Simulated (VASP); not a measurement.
# CuSi16 (a cell with a defect) in VASP: further runs

The runs below take CuSi16 (a cell with a defect) through single point, with PBEsol.

Everything below comes from runs of VASP 6.6.1. Logs are shortened: lines on timing, memory, paths and dates and some standing lists are left out, and cuts for length are marked.

## 1. The cell of the first run

The cell holds a defect, 17 atoms: a = 7.679 Å, b = 7.679 Å, c = 7.679 Å, α = 60.00°, β = 60.00°, γ = 60.00°.

## 2. Single point, PBEsol

Contents of INCAR:

```
ALGO = Normal
EDIFF = 1E-7
ENCUT = 520
GGA = PS
ISIF = 2
ISMEAR = 0
LASPH = T
LCHARG = T
LELF = T
LREAL = Auto
LVHAR = T
LWAVE = F
NBANDS = 52
NELECT = 74.0
NELM = 100
PREC = Accurate
SIGMA = 0.02
```

Contents of KPOINTS:

```
k-points
0
Gamma
  2 2 2
```

Contents of POSCAR:

```
CuSi16
1.0
    0.0000000000      5.4300000000      5.4300000000
    5.4300000000      0.0000000000      5.4300000000
    5.4300000000      5.4300000000      0.0000000000
Si Cu
16 1
Direct
    0.0037455801      0.0036860958      0.0128571823
    0.1276532228      0.1276443831      0.1363027624
    0.0005662063      0.0006093002      0.5099991713
    0.1232371087      0.1231671271      0.6379271639
   -0.0034554328      0.4998429098      0.0097744015
    0.1295775322      0.6317410681      0.1172055249
   -0.0071062615      0.5023926335      0.5071290976
    0.1133048803      0.6279459484      0.6353021179
    0.4998472376     -0.0034623389      0.0097286372
    0.6317995396      0.1295032228      0.1171849908
    0.5024482505     -0.0072213628      0.5070791897
    0.6279043278      0.1133028545      0.6352549724
    0.5114379374      0.5113679558     -0.0339988950
    0.6238573665      0.6238393186      0.1163148250
    0.4872270718      0.4872591160      0.4970294659
    0.6245690608      0.6244220994      0.5936279926
    0.3642469613      0.3641543278      0.3354186004
```

Potentials or basis: VASP PAW PBE potentials, release 64 (Si, Cu).

Run with:

```sh
$ cat potpaw_PBE.64/Si/POTCAR potpaw_PBE.64/Cu/POTCAR > POTCAR
$ mpirun -np 1 vasp_std > vasp.out
```

OUTCAR:

```text
EDIFF = 1E-7
   ENCUT = 520
   GGA = PS
   ISIF = 2
   ISMEAR = 0
   LASPH = T
   LREAL = Auto
   NELECT = 74.0
   NELM = 100
   PREC = Accurate

 ion  position               nearest neighbor table
   1  0.004  0.004  0.013-   2 2.33   6 2.34  10 2.34   4 2.35
   2  0.128  0.128  0.136-   1 2.33   9 2.33   5 2.33   3 2.34
   3  0.001  0.001  0.510-   8 2.34  12 2.34   4 2.34   2 2.34
   4  0.123  0.123  0.638-   3 2.34   1 2.35  11 2.38   7 2.38  17 2.66
   5  0.997  0.500  0.010-   2 2.33   6 2.34  14 2.34   8 2.35
   6  0.130  0.632  0.117-   1 2.34   5 2.34  13 2.40   7 2.45  17 2.48
   7  0.993  0.502  0.507-  16 2.33   8 2.35  17 2.37   4 2.38   6 2.45
   8  0.113  0.628  0.635-   3 2.34   7 2.35   5 2.35  15 2.35
   9  0.500  0.997  0.010-   2 2.33  10 2.34  14 2.34  12 2.35
  10  0.632  0.130  0.117-   1 2.34   9 2.34  13 2.40  11 2.45  17 2.48
  11  0.502  0.993  0.507-  16 2.33  12 2.35  17 2.37   4 2.38  10 2.45
  12  0.628  0.113  0.635-   3 2.34  11 2.35   9 2.35  15 2.35
  13  0.511  0.511  0.966-  17 2.34  16 2.34  14 2.36   6 2.40  10 2.40
  14  0.624  0.624  0.116-   5 2.34   9 2.34  13 2.36  15 2.39  17 2.84
  15  0.487  0.487  0.497-  16 2.33   8 2.35  12 2.35  14 2.39  17 2.56
  16  0.625  0.624  0.594-   7 2.33  11 2.33  15 2.33  13 2.34
  17  0.364  0.364  0.335-  13 2.34   7 2.37  11 2.37  10 2.48   6 2.48  15 2.56   4 2.66  14 2.84

  LATTYP: Found a face centered cubic cell.
 ALAT       =    10.8600000000

  Lattice vectors:

 A1 = (   0.0000000000,   5.4300000000,   5.4300000000)
 A2 = (   5.4300000000,   0.0000000000,   5.4300000000)
 A3 = (   5.4300000000,   5.4300000000,   0.0000000000)

Analysis of symmetry for initial positions (statically):
=====================================================================
 Subroutine PRICEL returns:
 Original cell was already a primitive cell.

 Routine SETGRP: Setting up the symmetry group for a
 face centered cubic supercell.

 Subroutine GETGRP returns: Found  1 space group operations
 (whereof  1 operations were pure point group operations)
 out of a pool of 48 trial point group operations.

The static configuration has the point symmetry C_1 .

Analysis of symmetry for dynamics (positions and initial velocities):
=====================================================================
 Subroutine PRICEL returns:
 Original cell was already a primitive cell.

 Routine SETGRP: Setting up the symmetry group for a
 face centered cubic supercell.

 Subroutine GETGRP returns: Found  1 space group operations
 (whereof  1 operations were pure point group operations)
 out of a pool of 48 trial point group operations.

The dynamic configuration has the point symmetry C_1 .

 Subroutine INISYM returns: Found  1 space group operations
 (whereof  1 operations are pure point group operations),
 and found     1 'primitive' translations

----------------------------------------------------------------------------------------

                                     Primitive cell

  volume of cell :     320.2060

  direct lattice vectors                    reciprocal lattice vectors
     0.000000000  5.430000000  5.430000000    -0.092081031  0.092081031  0.092081031
     5.430000000  0.000000000  5.430000000     0.092081031 -0.092081031  0.092081031
     5.430000000  5.430000000  0.000000000     0.092081031  0.092081031 -0.092081031

  length of vectors
     7.679179644  7.679179644  7.679179644     0.159489025  0.159489025  0.159489025

  position of ions in fractional coordinates (direct lattice)
     0.003745580  0.003686096  0.012857182
     0.127653223  0.127644383  0.136302762
     0.000566206  0.000609300  0.509999171
     0.123237109  0.123167127  0.637927164
     0.996544567  0.499842910  0.009774402
     0.129577532  0.631741068  0.117205525
[... 9 lines left out ...]
     0.624569061  0.624422099  0.593627993
     0.364246961  0.364154328  0.335418600

  ion indices of the primitive-cell ions
   primitive index   ion index
                 1           1
                 2           2
                 3           3
                 4           4
                 5           5
                 6           6
[... 9 lines left out ...]
                16          16
                17          17

----------------------------------------------------------------------------------------

 KPOINTS: k-points

Automatic generation of k-mesh.
 Grid dimensions read from file:
 generate k-points for:    2    2    2

 Generating k-lattice:

  Cartesian coordinates                     Fractional coordinates (reciprocal lattice)
    -0.046040516  0.046040516  0.046040516     0.500000000  0.000000000  0.000000000
     0.046040516 -0.046040516  0.046040516     0.000000000  0.500000000  0.000000000
     0.046040516  0.046040516 -0.046040516     0.000000000  0.000000000  0.500000000

  Length of vectors
     0.079744512  0.079744512  0.079744512

  Shift w.r.t. Gamma in fractional coordinates (k-lattice)
     0.000000000  0.000000000  0.000000000

 Subroutine IBZKPT returns following result:
 ===========================================

 Found      8 irreducible k-points:

 Following reciprocal coordinates:
            Coordinates               Weight
  0.000000  0.000000  0.000000      1.000000
  0.500000  0.000000  0.000000      1.000000
  0.000000  0.500000  0.000000      1.000000
  0.000000  0.000000  0.500000      1.000000
  0.500000  0.500000  0.500000      1.000000
  0.500000  0.500000  0.000000      1.000000
  0.000000  0.500000  0.500000      1.000000
  0.500000  0.000000  0.500000      1.000000
   k-points           NKPTS =      8   k-points in BZ     NKDIM =      8   number of bands    NBANDS=     52
   number of dos      NEDOS =    301   number of ions     NIONS =     17
   total plane-waves  NPLWV = 216000
   dimension x,y,z NGX =    60 NGY =   60 NGZ =   60
   dimension x,y,z NGXF=   120 NGYF=  120 NGZF=  120
   ions per type =              16   1
   NGX,Y,Z   is equivalent  to a cutoff of  12.99, 12.99, 12.99 a.u.
   NGXF,Y,Z  is equivalent  to a cutoff of  25.98, 25.98, 25.98 a.u.
 SYSTEM =  unknown system
   PREC   = accura    normal or accurate (medium, high low for compatibility)
   ISTART =      0    job   : 0-new  1-cont  2-samecut
   ICHARG =      2    charge: 1-file 2-atom 10-const
   ISPIN  =      1    spin polarized calculation?
   LNONCOLLINEAR =      F non collinear calculations
   LSORBIT =      F    spin-orbit coupling
   LASPH  =      T    aspherical Exc in radial PAW
   ENCUT  =  520.0 eV  38.22 Ry    6.18 a.u.  14.28 14.28 14.28*2*pi/ulx,y,z
   NELM   =    100;   NELMIN=  2; NELMDL= -5     # of ELM steps
   EDIFF  = 0.1E-06   stopping-criterion for ELM
   LREAL  =      T    real-space projection
   EDIFFG = 0.1E-05   stopping-criterion for IOM
   NSW    =      0    number of steps for IOM
   IBRION =     -1    ionic relax: 0-MD 1-quasi-New 2-CG
   NFREE  =      0    steps in history (QN), initial steepest desc. (CG)
   ISIF   =      2    stress and relaxation
   ISYM   =      2    0-nonsym 1-usesym 2-fastsym
   POTIM  = 0.5000    time-step for ionic-motion
   TEBEG  =    0.0;   TEEND  =   0.0 temperature during run
   PSTRESS=    0.0 pullay stress
   NELECT =      74.0000    total number of electrons
   NUPDOWN=      -1.0000    fix difference up-down
   EMIN   =  10.00;   EMAX   =-10.00  energy-range for DOS
   EFERMI =   0.00;   METHOD = LEGACY
   ISMEAR =     0;   SIGMA  =   0.02  broadening in eV -4-tet -1-fermi 0-gaus
   EFERMI_NEDOS =   21; number of points for ismear=-14 and -15
   IALGO  =     38    algorithm
   IMIX   =      4    mixing-type and parameters
     AMIX     =   0.40;   BMIX     =  1.00
     AMIX_MAG =   1.60;   BMIX_MAG =  1.00
  volume/ion in A,a.u.               =      18.84       127.11
  Fermi-wavevector in a.u.,A,eV,Ry     =   1.004636  1.898488 13.732283  1.009294
  Thomas-Fermi vector in A             =   2.137265
   LORBIT       =      0    0 simple, 1 ext, 2 COOP (PROOUT), +10 PAW based schemes
   GGA     = PS    functional components
   LHFCALC =     F    Hartree Fock is set to
   AEXX    =    0.0000 exact exchange contribution
   IVDW    =     0    specifies the selected vdW correction
   LEPSILON=     F    determine dielectric tensor
   LRPA    =     F    only Hartree local field effects (RPA)
 non-spin polarized calculation
 Gauss-broadening in eV      SIGMA  =   0.02
  energy-cutoff  :      520.00
  volume of cell :      320.21
 maximum number of plane-waves:      8646
 NGX is ok and might be reduce to    60
   NGX = 29   NGY = 29   NGZ = 29

 number of electron      73.9999998 magnetization

 Free energy of the ion-electron system (eV)
  ---------------------------------------------------
  ext. energy  EPLUGINS =         0.00000000
  ---------------------------------------------------
  free energy    TOTEN  =      -100.08105682 eV

  energy without entropy =     -100.08105682  energy(sigma->0) =     -100.08105682

 E-fermi :   6.3444     XC(G=0):  -9.7560

 val. band max:        6.2261486132   @ k =   0.0000   0.0000   0.0000
 cond. band min:       6.4704635027   @ k =   0.0000   0.0000   0.0000
 fundamental gap:      0.2443148896
 Fermi energy:         6.3443776444

 k-point     1 :       0.0000    0.0000    0.0000
  band No.  band energies     occupation
      1      -5.9710      2.00000
      2      -3.5970      2.00000
      3      -3.5680      2.00000
      4      -3.5406      2.00000
      5      -3.5177      2.00000
      6      -2.0962      2.00000
[... 41 lines left out ...]
     48       8.3603      0.00000
     49       8.5457      0.00000

 k-point     2 :       0.5000    0.0000    0.0000
  band No.  band energies     occupation
      1      -5.2881      2.00000
      2      -5.0185      2.00000
      3      -3.3616      2.00000
      4      -3.3315      2.00000
      5      -3.2207      2.00000
      6      -3.0880      2.00000
[... 41 lines left out ...]
     48       9.7228      0.00000
     49       9.8836      0.00000

 k-point     3 :       0.0000    0.5000    0.0000
  band No.  band energies     occupation
      1      -5.2881      2.00000
      2      -5.0184      2.00000
      3      -3.3616      2.00000
      4      -3.3313      2.00000
      5      -3.2206      2.00000
      6      -3.0880      2.00000
[... 41 lines left out ...]
     48       9.7226      0.00000
     49       9.8831      0.00000

 k-point     4 :       0.0000    0.0000    0.5000
  band No.  band energies     occupation
      1      -5.2690      2.00000
      2      -5.0478      2.00000
      3      -3.3831      2.00000
      4      -3.2748      2.00000
      5      -3.2197      2.00000
      6      -3.0877      2.00000
[... 41 lines left out ...]
     48       9.6769      0.00000
     49       9.7788      0.00000

 k-point     5 :       0.5000    0.5000    0.5000
  band No.  band energies     occupation
      1      -5.3268      2.00000
      2      -4.9754      2.00000
      3      -3.3374      2.00000
      4      -3.3029      2.00000
      5      -3.2545      2.00000
      6      -3.0979      2.00000
[... 41 lines left out ...]
     48       9.7158      0.00000
     49       9.7651      0.00000

 k-point     6 :       0.5000    0.5000    0.0000
  band No.  band energies     occupation
      1      -5.0092      2.00000
      2      -4.7909      2.00000
      3      -3.9453      2.00000
      4      -3.8323      2.00000
      5      -3.8225      2.00000
      6      -3.7816      2.00000
[... 41 lines left out ...]
     48      10.3574      0.00000
     49      10.3929      0.00000

 k-point     7 :       0.0000    0.5000    0.5000
  band No.  band energies     occupation
      1      -5.0183      2.00000
      2      -4.7787      2.00000
      3      -3.9416      2.00000
      4      -3.8472      2.00000
      5      -3.8076      2.00000
      6      -3.7908      2.00000
[... 41 lines left out ...]
     48      10.3485      0.00000
     49      10.3842      0.00000

 k-point     8 :       0.5000    0.0000    0.5000
  band No.  band energies     occupation
      1      -5.0184      2.00000
      2      -4.7786      2.00000
      3      -3.9415      2.00000
      4      -3.8471      2.00000
      5      -3.8077      2.00000
      6      -3.7908      2.00000
[... 41 lines left out ...]
     48      10.3484      0.00000
     49      10.3842      0.00000
 [bands above 49 left out]

------------------------ aborting loop because EDIFF is reached ----------------------------------------

  FORCE on cell =-STRESS in cart. coord.  units (eV):
  Direction    XX          YY          ZZ          XY          YZ          ZX
  --------------------------------------------------------------------------------------
  -------------------------------------------------------------------------------------
  Total       -5.4554185     -5.4552907     -6.1881267     -0.4549446     -0.1251432     -0.1254863
  in kB      -27.2966385    -27.2959991    -30.9628049     -2.2763528     -0.6261643     -0.6278810
  external PRESSURE =     -28.5184808 kB  Pullay stress =       0.0000000 kB

 VOLUME and BASIS-vectors are now :
 -----------------------------------------------------------------------------
  energy-cutoff  :      520.00
  volume of cell :      320.21
      direct lattice vectors                 reciprocal lattice vectors
     0.000000000  5.430000000  5.430000000    -0.092081031  0.092081031  0.092081031
     5.430000000  0.000000000  5.430000000     0.092081031 -0.092081031  0.092081031
     5.430000000  5.430000000  0.000000000     0.092081031  0.092081031 -0.092081031

 POSITION                                       TOTAL-FORCE (eV/Angst)
 -----------------------------------------------------------------------------------
      0.08983      0.09015      0.04035        -0.001804     -0.001965     -0.001957
      1.43323      1.43328      1.38627        -0.000436     -0.000584      0.001589
      2.77260      2.77237      0.00638         0.001751      0.002018      0.006561
      4.13274      4.13312      1.33798         0.005001      0.004424      0.002527
      2.76722      5.46431      8.12538         0.001980      0.010556      0.007941
      4.06678      1.34003      4.13396         0.014886     -0.003846     -0.002977
[... 9 lines left out ...]
      6.61401      6.61481      6.78202         0.005902      0.004227     -0.002831
      3.79868      3.79918      3.95522         0.001981      0.002104     -0.030317
 -----------------------------------------------------------------------------------
    total drift:                               -0.003235     -0.002463     -0.004027

  FREE ENERGIE OF THE ION-ELECTRON SYSTEM (eV)
  ---------------------------------------------------
  free  energy   TOTEN  =      -100.0810568200 eV

  energy  without entropy=     -100.0810568200  energy(sigma->0) =     -100.08105682
```

It took 3.7 min on 1 thread of Intel Xeon 6975P-C (Granite Rapids), shared host; peak memory 0.49 GiB.

What came out:

```
Free energy   : -100.0811 eV
Largest force : 0.037 eV/Å
```

Forces on the atoms (eV/Å):
```
Si  -0.002 -0.002 -0.002
Si   0.000 -0.001  0.002
Si   0.002  0.002  0.007
Si   0.005  0.004  0.003
Si   0.002  0.011  0.008
Si   0.015 -0.004 -0.003
Si   0.014 -0.034 -0.001
Si  -0.006  0.007 -0.003
Si   0.010  0.003  0.008
Si  -0.005  0.014 -0.003
Si  -0.034  0.015 -0.001
Si   0.007 -0.007 -0.003
Si  -0.013 -0.013  0.011
Si   0.002  0.001 -0.003
Si  -0.005 -0.003  0.013
Si   0.006  0.004 -0.003
Cu   0.002  0.002 -0.030
```

Caveat: the k points lie up to 0.50 Å⁻¹ apart; the cell carries a net charge on a neutralising background, which shifts energy and pressure; the cell is charged against a uniform background, so pressure and absolute levels hang on convention; the PAW data sets were made with another functional, which shifts forces and pressure a little.

## 3. Single point, PBEsol

Contents of INCAR:

```
  PREC = Accurate
  ENCUT = 520
  EDIFF = 1E-6
  ISMEAR = 0
  SIGMA = 0.02
  LREAL = Auto
  LASPH = True
  NELM = 60
  ALGO = Normal
  ISIF = 2
  LWAVE = False
  LCHARG = False
  GGA = PS
  NELECT = 74.0
  NBANDS = 52
```

Contents of KPOINTS:

```
Automatic mesh
0
Gamma
  2 2 2
```

Contents of POSCAR:

```
CuSi16
1.0
    0.0000000000      5.4300000000      5.4300000000
    5.4300000000      0.0000000000      5.4300000000
    5.4300000000      5.4300000000      0.0000000000
Si Cu
16 1
Direct
    0.0009316759      0.0010217311      0.0308692449
    0.1379153775      0.1383450276      0.1276877532
    0.0013000921      0.0016715470      0.5083328729
    0.1138696133      0.1141119705      0.6585103131
   -0.0027825967      0.5122614180     -0.0106267956
    0.1228147330      0.6326915285      0.1174703499
   -0.0065534070      0.4959906077      0.5073891344
    0.1252983425      0.6289802947      0.6149112339
    0.5118852670     -0.0022981584     -0.0105672192
    0.6325665746      0.1230796501      0.1175360037
    0.4957558011     -0.0062832413      0.5074222836
    0.6286063536      0.1256910681      0.6149715470
    0.5020709024      0.5023186004     -0.0133062615
    0.6245563536      0.6250314917      0.1146511971
    0.4975013812      0.4978938306      0.4883441068
    0.6215068140      0.6217692449      0.6117710866
    0.2612894107      0.2614452118      0.2891104052
```

Potentials or basis: VASP PAW PBE potentials, release 64 (Si, Cu).

Run with:

```sh
$ cat potpaw_PBE.64/Si/POTCAR potpaw_PBE.64/Cu/POTCAR > POTCAR
$ mpirun -np 1 vasp_std > vasp.out
```

It took 2.5 min on 1 thread of Intel Xeon 6975P-C (Granite Rapids), shared host; peak memory 0.49 GiB.

Results (log left out):

```
Free energy   : -100.0811 eV
Largest force : 0.038 eV/Å
```

Forces in eV/Å, atoms in the order of the input:
```
Si  -0.005 -0.006  0.004
Si   0.002  0.005 -0.009
Si  -0.001 -0.001  0.003
Si   0.014  0.012 -0.012
Si  -0.007  0.008  0.000
Si   0.036 -0.013  0.002
Si   0.004 -0.015  0.004
Si  -0.011 -0.004 -0.009
Si   0.009 -0.006  0.000
Si  -0.015  0.034  0.001
Si  -0.015  0.005  0.003
Si  -0.005 -0.011 -0.008
Si  -0.003 -0.003 -0.004
Si  -0.003 -0.004 -0.006
Si   0.000  0.001 -0.002
Si   0.002  0.000  0.004
Cu  -0.001 -0.002  0.030
```

Levels at points of the mesh, in eV from the Fermi level:
```csv
k point,band 34,band 35,band 36,band 37,band 38,band 39,band 40,band 41
"(0.00, 0.00, 0.00)",-0.95,-0.70,-0.21,-0.12,0.12,0.38,0.48,0.51
"(0.50, 0.00, 0.00)",-0.91,-0.87,-0.84,-0.73,0.48,1.02,1.19,1.20
"(0.00, 0.50, 0.00)",-0.91,-0.87,-0.84,-0.73,0.48,1.02,1.19,1.20
"(0.00, 0.00, 0.50)",-0.94,-0.89,-0.81,-0.80,0.37,1.11,1.19,1.23
"(0.50, 0.50, 0.50)",-0.90,-0.88,-0.72,-0.54,0.46,0.92,1.21,1.27
"(0.50, 0.50, 0.00)",-1.51,-1.50,-1.41,-1.09,0.60,0.92,1.90,1.96
"(0.00, 0.50, 0.50)",-1.54,-1.44,-1.43,-1.04,0.58,0.93,1.90,1.99
"(0.50, 0.00, 0.50)",-1.54,-1.44,-1.43,-1.03,0.58,0.93,1.90,1.99
```

Caveat: the k points lie up to 0.50 Å⁻¹ apart; the cell carries a net charge on a neutralising background, which shifts energy and pressure; the cell is charged against a uniform background, so pressure and absolute levels hang on convention; the PAW data sets were made with another functional, which shifts forces and pressure a little.
